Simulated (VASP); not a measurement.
Runs of VASP 6.6.1 on Co. The structure is that of space group P6_3/mmc (No. 194), or close to it. The cells are those of the table. 

| cell | gap on the mesh (eV) | pressure (GPa) | moment (μB) |
| --- | --- | --- | --- |
| a = 2.406, b = 2.406, c = 4.285 Å, angles 90.0, 90.0, 120.0°, 2 atoms | none | -6.1 | 3.23 |
| a = 2.374, b = 2.374, c = 4.100 Å, angles 90.0, 90.0, 120.0°, 2 atoms | none | 10.2 | 3.13 |
| a = 2.456, b = 2.456, c = 4.166 Å, angles 90.0, 90.0, 120.0°, 2 atoms | none | -10.5 | 3.22 |
| a = 2.537, b = 2.537, c = 3.835 Å, angles 90.0, 90.0, 120.0°, 2 atoms | none | -6.7 | 3.15 |
| a = 2.537, b = 2.537, c = 3.967 Å, angles 90.0, 90.0, 120.0°, 2 atoms | none | (b) | 3.23 |
| a = 2.529, b = 2.529, c = 3.650 Å, angles 90.0, 90.0, 120.0°, 2 atoms | none | 8.5 | 3.00 |
| a = 2.374, b = 2.374, c = 3.967 Å, angles 90.0, 90.0, 120.0°, 2 atoms | none | (a) | 3.05 |
| a = 2.456, b = 2.456, c = 4.034 Å, angles 90.0, 90.0, 120.0°, 2 atoms | none | -4.4 | 3.15 |
| a = 2.456, b = 2.456, c = 4.100 Å, angles 90.0, 90.0, 120.0°, 2 atoms | none | -7.6 | 3.19 |
| a = 2.456, b = 2.456, c = 3.835 Å, angles 90.0, 90.0, 120.0°, 2 atoms | none | 8.4 | 3.05 |
| a = 2.578, b = 2.578, c = 3.901 Å, angles 90.0, 90.0, 120.0°, 2 atoms | none | -15.6 | 3.24 |
| a = 2.406, b = 2.406, c = 4.443 Å, angles 90.0, 90.0, 120.0°, 2 atoms | none | -11.0 | 3.28 |

Alike in all rows: task single point; level PBEsol; potentials or basis VASP PAW PBE potentials, release 64 (Co); spin collinear, ferromagnetic start; k mesh 21 × 21 × 12; cutoff (eV) 520; smearing gaussian 0.15 eV.

Task: Fill in the values left out.

Result: (a) 19.2; (b) -13.7.

Caveats: the PAW data sets were made with another functional, which shifts forces and pressure a little; the stress differs along the axes, from -25 to 3 GPa (at least some runs); the stress differs along the axes, from -7 to 19 GPa (at least some runs); the stress differs along the axes, from -19 to -6 GPa (at least some runs); the stress differs along the axes, from -13 to 6 GPa (at least some runs); the stress differs along the axes, from -17 to -8 GPa (at least some runs); the stress differs along the axes, from -3 to 32 GPa (at least some runs).

A gap of «none» marks levels without a gap at the run's occupations.
